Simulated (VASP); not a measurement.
# TaW3O4 (Im-3m) in VASP: further runs

Runs on TaW3O4. Level: PBE. Tasks: single point.

All numbers are computed with VASP 6.6.1; they aren't measurements. Logs are shortened: lines on timing, memory, paths and dates and some standing lists are left out, and cuts for length are marked.

## (1) The cell of the first run

Symmetry: Im-3m, No. 229, cubic system. Conventional cell: a = 5.561 Å, b = 5.561 Å, c = 5.561 Å, α = 90.00°, β = 90.00°, γ = 90.00°. Ta (site symmetry m-3m) has 8 O at 2.41 Å and 6 W at 2.78 Å within 3.2 Å. Within 3.2 Å of W (site symmetry 4/mmm) lie 8 O at 2.41 Å and 2 Ta at 2.78 Å and 4 W at 2.78 Å. O (site symmetry -3m) has 2 Ta at 2.41 Å and 6 W at 2.41 Å and 6 O at 2.78 Å within 3.2 Å.

## (2) Single point, PBE

Input file INCAR:

```
SYSTEM = TaW3O4
  ALGO = Normal
  EDIFF = 1E-6
  ENCUT = 520
  GGA = PE
  ISIF = 2
  ISMEAR = 0
  LASPH = .TRUE.
  LCHARG = .FALSE.
  LREAL = .FALSE.
  LWAVE = .FALSE.
  NBANDS = 48
  NELM = 80
  PREC = Accurate
  SIGMA = 0.1
```

Input file KPOINTS:

```
k-points
0
G
  4 4 4
  0 0 0
```

Input file POSCAR:

```
TaW3O4
1.0
   -2.7806082900      2.7806082900      2.7806082900
    2.7806082900     -2.7806082900      2.7806082900
    2.7806082900      2.7806082900     -2.7806082900
Ta W O
1 3 4
Direct
    0.0000000000      0.0000000000      0.0000000000
    0.5000000000      0.5000000000      0.0000000000
    0.5000000000      0.0000000000      0.5000000000
    0.0000000000      0.5000000000      0.5000000000
    0.5000000000      0.5000000000      0.5000000000
    0.0000000000      0.0000000000      0.5000000000
    0.0000000000      0.5000000000      0.0000000000
    0.5000000000      0.0000000000      0.0000000000
```

Potentials or basis: VASP PAW PBE potentials, release 64 (Ta_pv, W_sv, O).

Command:

```bash
> cat potpaw_PBE.64/Ta_pv/POTCAR potpaw_PBE.64/W_sv/POTCAR potpaw_PBE.64/O/POTCAR > POTCAR
> mpirun -np 1 vasp_std > vasp.out
```

OUTCAR:

```text
SYSTEM = TaW3O4
   EDIFF = 1E-6
   ENCUT = 520
   GGA = PE
   ISIF = 2
   ISMEAR = 0
   LASPH = .TRUE.
   LREAL = .FALSE.
   NELM = 80
   PREC = Accurate

 ion  position               nearest neighbor table
   1  0.000  0.000  0.000-   5 2.41   6 2.41   7 2.41   8 2.41   6 2.41   7 2.41   8 2.41   5 2.41
                             4 2.78   4 2.78   2 2.78   3 2.78   2 2.78   3 2.78
   2  0.500  0.500  0.000-   5 2.41   6 2.41   7 2.41   8 2.41   5 2.41   8 2.41   7 2.41   6 2.41
                             4 2.78   3 2.78   1 2.78   4 2.78   1 2.78   3 2.78
   3  0.500  0.000  0.500-   5 2.41   6 2.41   7 2.41   8 2.41   8 2.41   5 2.41   6 2.41   7 2.41
                             4 2.78   2 2.78   1 2.78   1 2.78   4 2.78   2 2.78
   4  0.000  0.500  0.500-   5 2.41   6 2.41   7 2.41   8 2.41   7 2.41   6 2.41   5 2.41   8 2.41
                             3 2.78   1 2.78   1 2.78   2 2.78   3 2.78   2 2.78
   5  0.500  0.500  0.500-   1 2.41   2 2.41   3 2.41   4 2.41   2 2.41   3 2.41   4 2.41   1 2.41

   6  0.000  0.000  0.500-   1 2.41   2 2.41   3 2.41   4 2.41   1 2.41   4 2.41   3 2.41   2 2.41

   7  0.000  0.500  0.000-   1 2.41   2 2.41   3 2.41   4 2.41   4 2.41   1 2.41   2 2.41   3 2.41

   8  0.500  0.000  0.000-   1 2.41   2 2.41   3 2.41   4 2.41   3 2.41   2 2.41   1 2.41   4 2.41

  LATTYP: Found a body centered cubic cell.
 ALAT       =     5.5612165800

  Lattice vectors:

 A1 = (  -2.7806082900,   2.7806082900,   2.7806082900)
 A2 = (   2.7806082900,  -2.7806082900,   2.7806082900)
 A3 = (   2.7806082900,   2.7806082900,  -2.7806082900)

Analysis of symmetry for initial positions (statically):
=====================================================================
 Subroutine PRICEL returns:
 Original cell was already a primitive cell.

 Routine SETGRP: Setting up the symmetry group for a
 body centered cubic supercell.

 Subroutine GETGRP returns: Found 48 space group operations
 (whereof 48 operations were pure point group operations)
 out of a pool of 48 trial point group operations.

The static configuration has the point symmetry O_h .

Analysis of symmetry for dynamics (positions and initial velocities):
=====================================================================
 Subroutine PRICEL returns:
 Original cell was already a primitive cell.

 Routine SETGRP: Setting up the symmetry group for a
 body centered cubic supercell.

 Subroutine GETGRP returns: Found 48 space group operations
 (whereof 48 operations were pure point group operations)
 out of a pool of 48 trial point group operations.

The dynamic configuration has the point symmetry O_h .

 Subroutine INISYM returns: Found 48 space group operations
 (whereof 48 operations are pure point group operations),
 and found     1 'primitive' translations

----------------------------------------------------------------------------------------

                                     Primitive cell

  volume of cell :      85.9962

  direct lattice vectors                    reciprocal lattice vectors
    -2.780608290  2.780608290  2.780608290     0.000000000  0.179816770  0.179816770
     2.780608290 -2.780608290  2.780608290     0.179816770  0.000000000  0.179816770
     2.780608290  2.780608290 -2.780608290     0.179816770  0.179816770  0.000000000

  length of vectors
     4.816154834  4.816154834  4.816154834     0.254299314  0.254299314  0.254299314

  position of ions in fractional coordinates (direct lattice)
     0.000000000  0.000000000  0.000000000
     0.500000000  0.500000000  0.000000000
     0.500000000  0.000000000  0.500000000
     0.000000000  0.500000000  0.500000000
     0.500000000  0.500000000  0.500000000
     0.000000000  0.000000000  0.500000000
     0.000000000  0.500000000  0.000000000
     0.500000000  0.000000000  0.000000000

  ion indices of the primitive-cell ions
   primitive index   ion index
                 1           1
                 2           2
                 3           3
                 4           4
                 5           5
                 6           6
                 7           7
                 8           8

----------------------------------------------------------------------------------------

 KPOINTS: k-points

Automatic generation of k-mesh.
 Grid dimensions read from file:
 generate k-points for:    4    4    4

 Generating k-lattice:

  Cartesian coordinates                     Fractional coordinates (reciprocal lattice)
     0.000000000  0.044954192  0.044954192     0.250000000  0.000000000  0.000000000
     0.044954192  0.000000000  0.044954192     0.000000000  0.250000000  0.000000000
     0.044954192  0.044954192  0.000000000     0.000000000  0.000000000  0.250000000

  Length of vectors
     0.063574829  0.063574829  0.063574829

  Shift w.r.t. Gamma in fractional coordinates (k-lattice)
     0.000000000  0.000000000  0.000000000

 Subroutine IBZKPT returns following result:
 ===========================================

 Found      8 irreducible k-points:

 Following reciprocal coordinates:
            Coordinates               Weight
  0.000000  0.000000  0.000000      1.000000
  0.250000  0.000000  0.000000     12.000000
  0.500000  0.000000  0.000000      6.000000
  0.250000  0.250000  0.000000     24.000000
  0.250000  0.250000  0.250000      2.000000
 -0.250000  0.250000  0.250000      6.000000
  0.500000  0.500000  0.250000     12.000000
  0.500000  0.500000  0.500000      1.000000
   k-points           NKPTS =      8   k-points in BZ     NKDIM =      8   number of bands    NBANDS=     48
   number of dos      NEDOS =    301   number of ions     NIONS =      8
   total plane-waves  NPLWV =  46656
   dimension x,y,z NGX =    36 NGY =   36 NGZ =   36
   dimension x,y,z NGXF=    72 NGYF=   72 NGZF=   72
   ions per type =               1   3   4
   NGX,Y,Z   is equivalent  to a cutoff of  12.43, 12.43, 12.43 a.u.
   NGXF,Y,Z  is equivalent  to a cutoff of  24.85, 24.85, 24.85 a.u.
 SYSTEM =  TaW3O4
   PREC   = accura    normal or accurate (medium, high low for compatibility)
   ISTART =      0    job   : 0-new  1-cont  2-samecut
   ICHARG =      2    charge: 1-file 2-atom 10-const
   ISPIN  =      1    spin polarized calculation?
   LNONCOLLINEAR =      F non collinear calculations
   LSORBIT =      F    spin-orbit coupling
   LASPH  =      T    aspherical Exc in radial PAW
   ENCUT  =  520.0 eV  38.22 Ry    6.18 a.u.   8.95  8.95  8.95*2*pi/ulx,y,z
   NELM   =     80;   NELMIN=  2; NELMDL= -5     # of ELM steps
   EDIFF  = 0.1E-05   stopping-criterion for ELM
   LREAL  =      F    real-space projection
   EDIFFG = 0.1E-04   stopping-criterion for IOM
   NSW    =      0    number of steps for IOM
   IBRION =     -1    ionic relax: 0-MD 1-quasi-New 2-CG
   NFREE  =      0    steps in history (QN), initial steepest desc. (CG)
   ISIF   =      2    stress and relaxation
   ISYM   =      2    0-nonsym 1-usesym 2-fastsym
   POTIM  = 0.5000    time-step for ionic-motion
   TEBEG  =    0.0;   TEEND  =   0.0 temperature during run
   PSTRESS=    0.0 pullay stress
   NELECT =      77.0000    total number of electrons
   NUPDOWN=      -1.0000    fix difference up-down
   EMIN   =  10.00;   EMAX   =-10.00  energy-range for DOS
   EFERMI =   0.00;   METHOD = LEGACY
   ISMEAR =     0;   SIGMA  =   0.10  broadening in eV -4-tet -1-fermi 0-gaus
   EFERMI_NEDOS =   21; number of points for ismear=-14 and -15
   IALGO  =     38    algorithm
   IMIX   =      4    mixing-type and parameters
     AMIX     =   0.40;   BMIX     =  1.00
     AMIX_MAG =   1.60;   BMIX_MAG =  1.00
  volume/ion in A,a.u.               =      10.75        72.54
  Fermi-wavevector in a.u.,A,eV,Ry     =   1.577897  2.981793 33.875218  2.489758
  Thomas-Fermi vector in A             =   2.678510
   LORBIT       =      0    0 simple, 1 ext, 2 COOP (PROOUT), +10 PAW based schemes
   GGA     = PE    functional components
   LHFCALC =     F    Hartree Fock is set to
   AEXX    =    0.0000 exact exchange contribution
   IVDW    =     0    specifies the selected vdW correction
   LEPSILON=     F    determine dielectric tensor
   LRPA    =     F    only Hartree local field effects (RPA)
 non-spin polarized calculation
 Gauss-broadening in eV      SIGMA  =   0.10
  energy-cutoff  :      520.00
  volume of cell :       86.00
 maximum number of plane-waves:      2340
   NGX = 17   NGY = 17   NGZ = 17

 number of electron      77.0000012 magnetization

 Free energy of the ion-electron system (eV)
  ---------------------------------------------------
  ext. energy  EPLUGINS =         0.00000000
  ---------------------------------------------------
  free energy    TOTEN  =       -69.36850616 eV

  energy without entropy =      -69.35348369  energy(sigma->0) =      -69.36099492

 E-fermi :  11.3001     XC(G=0): -13.5621

 val. band max:       11.2551074371   @ k =   0.2500   0.2500   0.2500
 cond. band min:      11.3077440256   @ k =   0.0000   0.0000   0.0000
 fundamental gap:      0.0526365885
 Fermi energy:        11.3000865526

 k-point     1 :       0.0000    0.0000    0.0000
  band No.  band energies     occupation
      1     -63.7880      2.00000
      2     -63.7121      2.00000
      3     -63.7121      2.00000
      4     -28.4367      2.00000
      5     -28.4367      2.00000
      6     -28.4367      2.00000
[... 40 lines left out ...]
     47      13.8845      0.00000
     48      13.8845      0.00000

 k-point     2 :       0.2500    0.0000    0.0000
  band No.  band energies     occupation
      1     -63.7783      2.00000
      2     -63.7217      2.00000
      3     -63.7123      2.00000
      4     -28.4411      2.00000
      5     -28.3343      2.00000
      6     -28.3244      2.00000
[... 298 lines left out ...]
 k-point     8 :       0.5000    0.5000    0.5000
  band No.  band energies     occupation
      1     -63.7621      2.00000
      2     -63.7621      2.00000
      3     -63.6879      2.00000
      4     -28.4825      2.00000
      5     -28.4825      2.00000
      6     -28.4825      2.00000
[... 40 lines left out ...]
     47      14.6832      0.00000
     48      14.6832      0.00000

------------------------ aborting loop because EDIFF is reached ----------------------------------------

  FORCE on cell =-STRESS in cart. coord.  units (eV):
  Direction    XX          YY          ZZ          XY          YZ          ZX
  --------------------------------------------------------------------------------------
  -------------------------------------------------------------------------------------
  Total        7.5528138      7.5528138      7.5528138     -0.0000000      0.0000000      0.0000000
  in kB      140.7148485    140.7148485    140.7148485     -0.0000000      0.0000000      0.0000000
  external PRESSURE =     140.7148485 kB  Pullay stress =       0.0000000 kB

 VOLUME and BASIS-vectors are now :
 -----------------------------------------------------------------------------
  energy-cutoff  :      520.00
  volume of cell :       86.00
      direct lattice vectors                 reciprocal lattice vectors
    -2.780608290  2.780608290  2.780608290     0.000000000  0.179816770  0.179816770
     2.780608290 -2.780608290  2.780608290     0.179816770  0.000000000  0.179816770
     2.780608290  2.780608290 -2.780608290     0.179816770  0.179816770  0.000000000

 POSITION                                       TOTAL-FORCE (eV/Angst)
 -----------------------------------------------------------------------------------
      0.00000      0.00000      0.00000        -0.000000      0.000000     -0.000000
      0.00000      0.00000      2.78061         0.000000      0.000000      0.000000
      0.00000      2.78061      0.00000        -0.000000     -0.000000      0.000000
      2.78061      0.00000      0.00000        -0.000000      0.000000     -0.000000
      1.39030      1.39030      1.39030         0.000000      0.000000     -0.000000
      1.39030      1.39030     -1.39030         0.000000      0.000000      0.000000
      1.39030     -1.39030      1.39030        -0.000000     -0.000000     -0.000000
     -1.39030      1.39030      1.39030         0.000000      0.000000     -0.000000
 -----------------------------------------------------------------------------------
    total drift:                                0.000000      0.000000     -0.000000

  FREE ENERGIE OF THE ION-ELECTRON SYSTEM (eV)
  ---------------------------------------------------
  free  energy   TOTEN  =       -69.3685061552 eV

  energy  without entropy=      -69.3534836930  energy(sigma->0) =      -69.36099492
```

Run time: 32 s. Hardware: 1 thread of Intel Xeon Platinum 8488C (Sapphire Rapids), shared host; peak memory 0.21 GiB.

What came out:

| Item | Value |
| --- | --- |
| Free energy | -69.3685 eV |
| Pressure | 14.1 GPa |
| Band gap on the k mesh | zero (an odd number of electrons rules out a gap without spin polarisation) |

Caveat: the k points lie up to 0.40 Å⁻¹ apart, too coarse for converged energies and pressures of a metal; spin-orbit coupling is left out, which moves the levels of the heavy elements; an odd number of electrons without spin polarisation forces a metal; a magnetic or distorted state may lie lower.

## (3) Single point, PBE

This run uses another cell than the first one, of 11.27 Å³/atom.

Input file INCAR:

```
SYSTEM = TaW3O4
  PREC = Accurate
  ENCUT = 520
  EDIFF = 1E-6
  ISMEAR = 0
  SIGMA = 0.1
  LREAL = .FALSE.
  LASPH = .TRUE.
  NELM = 80
  ALGO = Normal
  ISIF = 2
  LWAVE = .FALSE.
  LCHARG = .TRUE.
  GGA = PE
  LELF = .TRUE.
  LVHAR = .TRUE.
  NBANDS = 48
```

Input file KPOINTS:

```
regular mesh
0
G
  4 4 4
  0 0 0
```

POSCAR, as its differences from that of step 2:

```diff
@@ -2,5 +2,5 @@
 1.0
-   -2.7806082900      2.7806082900      2.7806082900
-    2.7806082900     -2.7806082900      2.7806082900
-    2.7806082900      2.7806082900     -2.7806082900
+   -2.8245529560      2.8245529560      2.8245529560
+    2.8245529560     -2.8245529560      2.8245529560
+    2.8245529560      2.8245529560     -2.8245529560
 Ta W O
```

Potentials or basis: VASP PAW PBE potentials, release 64 (Ta_pv, W_sv, O).

Command:

```bash
> cat potpaw_PBE.64/Ta_pv/POTCAR potpaw_PBE.64/W_sv/POTCAR potpaw_PBE.64/O/POTCAR > POTCAR
> mpirun -np 1 vasp_std > vasp.out
```

Wall time 39 s (1 thread of Intel Xeon Platinum 8488C (Sapphire Rapids), shared host); peak memory 0.21 GiB.

Results (log left out):

- Free energy: -69.5620 eV
- Pressure: 1.0 GPa
- Band gap on the k mesh: zero (an odd number of electrons rules out a gap without spin polarisation)

Levels at points of the mesh, in eV from the Fermi level:
```csv
k point,band 36,band 37,band 38,band 39,band 40,band 41,band 42,band 43
"(0.00, 0.00, 0.00)",-4.02,-2.54,-1.88,-1.88,-1.88,-0.29,-0.29,-0.29
"(0.50, 0.00, 0.00)",-0.75,-0.72,-0.52,-0.50,-0.49,-0.48,-0.36,0.09
"(0.50, 0.50, 0.50)",1.06,1.06,2.17,2.17,2.17,2.25,2.25,2.25
```

Caveat: the k points lie up to 0.39 Å⁻¹ apart, too coarse for converged energies and pressures of a metal; spin-orbit coupling is left out, which moves the levels of the heavy elements; an odd number of electrons without spin polarisation forces a metal; a magnetic or distorted state may lie lower.
